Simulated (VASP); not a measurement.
A run of VASP 6.6.1:

INCAR

```
SYSTEM = P
PREC = Accurate
ENCUT = 600
EDIFF = 1E-6
ISMEAR = 0
SIGMA = 0.1
LREAL = .FALSE.
LASPH = .TRUE.
NELM = 100
ALGO = Normal
ISIF = 3
LWAVE = .FALSE.
LCHARG = .FALSE.
GGA = PE
IBRION = 2
NSW = 100
EDIFFG = -0.01
```

File KPOINTS:

```
Automatic mesh
0
G
  8 8 14
  0 0 0
```

POSCAR

```
P
1.0
    5.5100116344      0.0000000000      0.0000000000
    0.0000000000      5.5100116344      0.0000000000
    0.0000000000      0.0000000000      3.2066833723
P
4
Direct
    0.3721696445      0.0000000000      0.7500000000
    0.6278303555      0.0000000000      0.2500000000
    0.0000000000      0.3721696445      0.0000000000
    0.0000000000      0.6278303555      0.5000000000
```

Potentials or basis: VASP PAW PBE potentials, release 64 (P).

The run is started by

```bash
$ cat potpaw_PBE.64/P/POTCAR > POTCAR
$ mpirun -np 1 vasp_std > vasp.out
```

Hardware: 1 thread of AMD EPYC 7R43 64-Core Processor (Zen 3), with other jobs on the host.

Task: Estimate the wall time of this run.

Result: Wall time 13 min on 1 thread of AMD EPYC 7R43 64-Core Processor (Zen 3), on a shared host, peak memory 0.29 GiB. Counts: scf iterations 53, k points 120, ion steps 9.
